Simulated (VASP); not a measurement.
Al5In3As8, 32 atoms in the cell. The typed cell holds 32 atoms: a = 11.413 Å, b = 11.413 Å, c = 5.823 Å, α = 90.00°, β = 90.00°, γ = 90.00°. 

- Program: VASP 6.6.1
- Task: single point
- Functional: PBEsol
- Dispersion: D4
- Potentials or basis: VASP PAW PBE potentials, release 64 (Al, In_d, As)
- Cutoff: 500 eV
- k mesh: 1 × 1 × 1, shifted
- Occupations: fermi-dirac, width 0.05 eV
- Spin: no spin polarisation
- Dipole correction: no
- Charge: 1
- Mended: yes
- Further INCAR settings: LREAL = Auto; ALGO = Normal; EDIFF = 1e-06; NBANDS = 116; ISYM = -1; NELECT = 187.0

Potentials or basis: VASP PAW PBE potentials, release 64 (Al, In_d, As).

Launch:

```console
$ cat potpaw_PBE.64/Al/POTCAR potpaw_PBE.64/In_d/POTCAR potpaw_PBE.64/As/POTCAR > POTCAR
$ mpirun -np 1 vasp_std > vasp.out
```

Hardware: 1 thread of Intel(R) Xeon(R) Platinum 8259CL CPU @ 2.50GHz (Skylake/Cascade Lake), with other jobs on the host.

**Question.** Estimate the wall time of this run.

**Answer.** Wall time 3.3 min on 1 thread of Intel(R) Xeon(R) Platinum 8259CL CPU @ 2.50GHz (Skylake/Cascade Lake), on a shared host, peak memory 0.64 GiB. Counts: scf iterations 15, k points 1.
